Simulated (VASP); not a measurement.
A run of VASP 6.6.1 is set up as follows.

Contents of INCAR:

```
SYSTEM = Mg4TiN
PREC     = Accurate       ! precision mode
ENCUT    = 600            ! plane-wave cutoff, eV
EDIFF    = 1E-6           ! SCF threshold, eV
ISMEAR   = 0              ! smearing method
SIGMA    = 0.1            ! smearing width, eV
LREAL    = .False.        ! projectors in reciprocal space
LASPH    = .True.         ! aspherical terms in the spheres
NELM     = 150            ! most SCF steps
ALGO     = Normal         ! electronic algorithm
ISIF     = 3              ! what is computed and relaxed
LWAVE    = .False.        ! write WAVECAR
LCHARG   = .False.        ! write CHGCAR
ISPIN    = 2              ! spin polarisation
MAGMOM   = 0 0 0 0 2.51 0.17 ! initial moments
LORBIT   = 11             ! projections on sites
LMAXMIX  = 4              ! l up to which the mixer works
GGA      = PE             ! functional
IBRION   = 2              ! ionic algorithm
NSW      = 100            ! ionic steps
EDIFFG   = -0.01          ! ionic threshold
```

KPOINTS

```
Automatic mesh
0
Gamma
  8 8 8
  0 0 0
```

Contents of POSCAR:

```
Mg4TiN
1.0
    0.0000000000      4.3369180571      4.3369180571
    4.3369180571      0.0000000000      4.3369180571
    4.3369180571      4.3369180571      0.0000000000
Mg Ti N
4 1 1
Direct
    0.6208354801      0.1374935597      0.6208354801
    0.6208354801      0.6208354801      0.6208354801
    0.1374935597      0.6208354801      0.6208354801
    0.6208354801      0.6208354801      0.1374935597
    0.2500000000      0.2500000000      0.2500000000
    0.7500000000      0.7500000000      0.7500000000
```

Potentials or basis: VASP PAW PBE potentials, release 64 (Mg, Ti_sv, N).

The run is started by

```console
$ cat potpaw_PBE.64/Mg/POTCAR potpaw_PBE.64/Ti_sv/POTCAR potpaw_PBE.64/N/POTCAR > POTCAR
$ mpirun -np 1 vasp_std > vasp.out
```

Question: Predict the space group after relaxing (to 0.1 Å).

Answer: F-43m (No. 216).

Question: What does it give for the site moments?

Answer: Mg +0.01; Ti -0.07; N +0.01 μB.

Question: Predict the relaxed volume.

Answer: 26.71 Å³/atom.

Question: Predict the relaxed cell.

Answer: a = 6.097 Å, b = 6.097 Å, c = 6.097 Å, α = 60.00°, β = 60.00°, γ = 60.00°.

Final structure:
```yaml
crystal:
  lattice:
    - [0.00000, 4.31123, 4.31123]
    - [4.31123, 0.00000, 4.31123]
    - [4.31123, 4.31123, 0.00000]
  atoms:
    - { symbol: Mg, position: [0.61962, 0.14115, 0.61962] }
    - { symbol: Mg, position: [0.61962, 0.61962, 0.61962] }
    - { symbol: Mg, position: [0.14115, 0.61962, 0.61962] }
    - { symbol: Mg, position: [0.61962, 0.61962, 0.14115] }
    - { symbol: Ti, position: [0.25000, 0.25000, 0.25000] }
    - { symbol: N, position: [0.75000, 0.75000, 0.75000] }
```
